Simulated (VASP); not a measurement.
# P (R-3m) in VASP: relaxation of shape and atoms at fixed volume with PBE+D3(BJ)

Aim: the relaxation of shape and atoms at fixed volume of P with PBE+D3(BJ).

Program: VASP 6.6.1. These are calculated values, not measurements. Logs are shortened: lines on timing, memory, paths and dates and some standing lists are left out, and cuts for length are marked.

### 1 The cell of the first run

The typed cell holds 2 atoms: a = 3.166 Å, b = 3.166 Å, c = 3.166 Å, α = 59.99°, β = 59.99°, γ = 59.99°.

This isn't the form of P at room conditions, which is orthorhombic.

### 2 Relaxation of shape and atoms at fixed volume, PBE+D3(BJ) (11.22 Å³/atom)

Input file INCAR:

```
  PREC = Accurate
  ENCUT = 600
  EDIFF = 1E-6
  ISMEAR = 0
  SIGMA = 0.05
  LREAL = False
  LASPH = True
  NELM = 80
  ALGO = Normal
  ISIF = 4
  LWAVE = False
  LCHARG = False
  GGA = PE
  IVDW = 12
  IBRION = 2
  NSW = 60
  EDIFFG = -0.01
```

Input file KPOINTS:

```
Automatic mesh
0
Gamma
  18 18 18
```

Input file POSCAR:

```
P
1.0
    1.5828418101      0.9138541451      2.5850808797
   -1.5828418101      0.9138541451      2.5850808797
    0.0000000000     -1.8277082903      2.5850808796
P
2
Direct
    0.2499281154      0.2499281154      0.2499281154
    0.7500718846      0.7500718846      0.7500718846
```

Potentials or basis: VASP PAW PBE potentials, release 64 (P).

Launch:

```sh
> cat potpaw_PBE.64/P/POTCAR > POTCAR
> mpirun -np 1 vasp_std > vasp.out
```

OUTCAR:

```text
PREC = Accurate
   ENCUT = 600
   EDIFF = 1E-6
   ISMEAR = 0
   LREAL = False
   LASPH = True
   NELM = 80
   ISIF = 4
   GGA = PE
   IVDW = 12
   IBRION = 2
   NSW = 60
   EDIFFG = -0.01
 IVDW          = 12

 ion  position               nearest neighbor table
   1  0.250  0.250  0.250-   2 2.24   2 2.24   2 2.24   2 2.24   2 2.24   2 2.24
   2  0.750  0.750  0.750-   1 2.24   1 2.24   1 2.24   1 2.24   1 2.24   1 2.24

  LATTYP: Found a trigonal (rhomboedric) cell.
 ALAT       =     3.1659375782
 COS(alpha) =     0.5000802125

  Lattice vectors:

 A1 = (   1.5828418101,   0.9138541451,   2.5850808797)
 A2 = (  -1.5828418101,   0.9138541451,   2.5850808797)
 A3 = (   0.0000000000,  -1.8277082903,   2.5850808796)

Analysis of symmetry for initial positions (statically):
=====================================================================
 Subroutine PRICEL returns:
 Original cell was already a primitive cell.

 Routine SETGRP: Setting up the symmetry group for a
 trigonal (rhombohedral) supercell.

 Subroutine GETGRP returns: Found 12 space group operations
 (whereof 12 operations were pure point group operations)
 out of a pool of 12 trial point group operations.

The static configuration has the point symmetry D_3d.

Analysis of symmetry for dynamics (positions and initial velocities):
=====================================================================
 Subroutine PRICEL returns:
 Original cell was already a primitive cell.

 Routine SETGRP: Setting up the symmetry group for a
 trigonal (rhombohedral) supercell.

 Subroutine GETGRP returns: Found 12 space group operations
 (whereof 12 operations were pure point group operations)
 out of a pool of 12 trial point group operations.

The dynamic configuration has the point symmetry D_3d.

 Subroutine INISYM returns: Found 12 space group operations
 (whereof 12 operations are pure point group operations),
 and found     1 'primitive' translations

----------------------------------------------------------------------------------------

                                     Primitive cell

  volume of cell :      22.4357

  direct lattice vectors                    reciprocal lattice vectors
     1.582841810  0.913854145  2.585080880     0.315887536  0.182377754  0.128945031
    -1.582841810  0.913854145  2.585080880    -0.315887536  0.182377754  0.128945031
     0.000000000 -1.827708290  2.585080880     0.000000000 -0.364755508  0.128945031

  length of vectors
[... 91 lines left out ...]
   TEBEG  =    0.0;   TEEND  =   0.0 temperature during run
   PSTRESS=    0.0 pullay stress
   NELECT =      10.0000    total number of electrons
   NUPDOWN=      -1.0000    fix difference up-down
   EMIN   =  10.00;   EMAX   =-10.00  energy-range for DOS
   EFERMI =   0.00;   METHOD = LEGACY
   ISMEAR =     0;   SIGMA  =   0.05  broadening in eV -4-tet -1-fermi 0-gaus
   EFERMI_NEDOS =   21; number of points for ismear=-14 and -15
   IALGO  =     38    algorithm
   IMIX   =      4    mixing-type and parameters
     AMIX     =   0.40;   BMIX     =  1.00
     AMIX_MAG =   1.60;   BMIX_MAG =  1.00
  volume/ion in A,a.u.               =      11.22        75.70
  Fermi-wavevector in a.u.,A,eV,Ry     =   1.250532  2.363163 21.277212  1.563831
  Thomas-Fermi vector in A             =   2.384522
   LORBIT       =      0    0 simple, 1 ext, 2 COOP (PROOUT), +10 PAW based schemes
   GGA     = PE    functional components
   LHFCALC =     F    Hartree Fock is set to
   AEXX    =    0.0000 exact exchange contribution
   IVDW    =    12    specifies the selected vdW correction
   LEPSILON=     F    determine dielectric tensor
   LRPA    =     F    only Hartree local field effects (RPA)
 conjugate gradient relaxation of ions
 non-spin polarized calculation
 Gauss-broadening in eV      SIGMA  =   0.05
  energy-cutoff  :      600.00
  volume of cell :       22.44
 maximum number of plane-waves:       763
 NGX is ok and might be reduce to    28
   NGX = 13   NGY = 13   NGZ = 13

 number of electron      10.0000001 magnetization

 Free energy of the ion-electron system (eV)
  ---------------------------------------------------
  ext. energy  EPLUGINS =         0.00000000
  ---------------------------------------------------
  free energy    TOTEN  =        -9.65828048 eV

  energy without entropy =       -9.65773413  energy(sigma->0) =       -9.65800730

 E-fermi :  13.7200     XC(G=0): -12.4652

 val. band max:       13.6962530233   @ k =  -0.2778   0.5000   0.2222
 cond. band min:      13.7401482833   @ k =  -0.3333  -0.3889   0.0556
 fundamental gap:      0.0438952600
 Fermi energy:        13.7200431165

 k-point     1 :       0.0000    0.0000    0.0000
  band No.  band energies     occupation
      1      -5.6996      2.00000
      2      11.3108      2.00000
      3      11.3135      2.00000
      4      11.3135      2.00000
      5      15.6773      0.00000
      6      17.4390      0.00000
      7      17.4416      0.00000
      8      17.4416      0.00000
      9      20.1308      0.00000
[... 265 lines left out ...]
 k-point    24 :      -0.2222    0.0556    0.0000
  band No.  band energies     occupation
      1      -4.4324      2.00000
      2       5.8288      2.00000
      3      10.0129      2.00000
      4      11.7278      2.00000
      5      14.1307      0.00000
      6      15.4643      0.00000
      7      16.2451      0.00000
      8      19.1072      0.00000
      9      19.4693      0.00000

 [... further k-points ...]

------------------------ aborting loop because EDIFF is reached ----------------------------------------

 Edisp (eV)   -1.26058

 E8    (eV) :    -0.4744

  FORCE on cell =-STRESS in cart. coord.  units (eV):
  Direction    XX          YY          ZZ          XY          YZ          ZX
  --------------------------------------------------------------------------------------
  -------------------------------------------------------------------------------------
  Total       6.14612     6.14612     6.14194     0.00000     0.00000     0.00000
  in kB     438.90614   438.90614   438.60784     0.00000     0.00000     0.00000
  external pressure =      438.81 kB  Pullay stress =        0.00 kB

 VOLUME and BASIS-vectors are now :
 -----------------------------------------------------------------------------
  energy-cutoff  :      600.00
  volume of cell :       22.44
      direct lattice vectors                 reciprocal lattice vectors
     1.582841810  0.913854145  2.585080880     0.315887536  0.182377754  0.128945031
    -1.582841810  0.913854145  2.585080880    -0.315887536  0.182377754  0.128945031
     0.000000000 -1.827708290  2.585080880     0.000000000 -0.364755508  0.128945031

 POSITION                                       TOTAL-FORCE (eV/Angst)
 -----------------------------------------------------------------------------------
      0.00000     -0.00000      1.93825         0.000000     -0.000000      0.005578
      0.00000     -0.00000      5.81699         0.000000      0.000000     -0.005578
 -----------------------------------------------------------------------------------
    total drift:                               -0.000000     -0.000000     -0.000000

  FREE ENERGIE OF THE ION-ELECTRON SYSTEM (eV)
  ---------------------------------------------------
  free  energy   TOTEN  =       -10.9188572950 eV

  energy  without entropy=      -10.9183109485  energy(sigma->0) =      -10.91858412

 reached required accuracy - stopping structural energy minimisation
```

Run time: 68 s. Hardware: 1 thread of Intel Xeon Platinum 8488C (Sapphire Rapids), shared host; peak memory 0.26 GiB.

Results:

- Free energy: -10.9189 eV
- Pressure after relaxing: 43.9 GPa
- Largest force after relaxing: 0.006 eV/Å
- Band gap on the k mesh: zero (bands 5 and 6 overlap by 4.69 eV)
- Dispersion energy per atom: -0.630 eV

Forces in eV/Å, atoms in the order of the input:
```
P    0.000  0.000  0.006
P    0.000  0.000 -0.006
```

Final structure:
```
CELL_PARAMETERS angstrom
1.58284 0.91385 2.58508
-1.58284 0.91385 2.58508
0.00000 -1.82771 2.58508
ATOMIC_POSITIONS crystal
P 0.24993 0.24993 0.24993
P 0.75007 0.75007 0.75007
```

Levels at points of the mesh, in eV from the Fermi level:
```
           k point  band 1  band 2  band 3  band 4  band 5  band 6  band 7  band 8  band 9
(0.00, 0.00, 0.00)  -19.42   -2.41   -2.41   -2.41    1.96    3.72    3.72    3.72    6.41
(0.50, 0.00, 0.00)  -14.27  -14.27   -1.88   -1.88   -1.87   -1.86    2.52    2.53   13.17
(0.50, 0.50, 0.00)  -13.62  -11.11   -7.13   -6.61   -6.61   -0.78    9.60   10.75   10.75
(0.50, 0.50, 0.50)  -14.27  -14.26   -1.87   -1.87   -1.87   -1.87    2.52    2.53   13.17
```

Caveat: the relaxation stopped at its first step, so nothing moved.
